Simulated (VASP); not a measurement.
Sb:

```xyz
1
Lattice="-1.9129 1.9129 1.9129 1.9129 -1.9129 1.9129 1.9129 1.9129 -1.9129" Properties=species:S:1:pos:R:3 pbc="T T T"
Sb    0.0000    0.0000    0.0000
```

```yaml
Program: VASP 6.6.1
Task: relaxation of cell and atoms
Functional: LDA
Potentials_or_basis: VASP PAW LDA potentials, release 64 (Sb)
Cutoff: 600 eV
k_mesh: 14 × 14 × 14
Occupations: fermi-dirac, width 0.08 eV
Spin: no spin polarisation
```

At the start: pressure -5.5 GPa; volume 28.00 Å³/atom.

Where does the relaxation end?

Over 3 steps the energy falls by 46.9 meV/atom and the volume is 25.52 Å³/atom (-8.9 %); space group Im-3m (No. 229, to 0.05 Å).

The path:
```
step  energy change (eV)  largest force (eV/Å)  pressure (GPa)  volume (Å³)
   1              0.0000                0.0000           -5.55        28.00
   2             -0.0312                0.0000            4.18        24.25
   3             -0.0469                0.0000           -0.02        25.52
```

Final structure:
```yaml
crystal:
  lattice:
    - [-1.85469, 1.85469, 1.85469]
    - [1.85469, -1.85469, 1.85469]
    - [1.85469, 1.85469, -1.85469]
  atoms:
    - { symbol: Sb, position: [0.00000, 0.00000, 0.00000] }
```
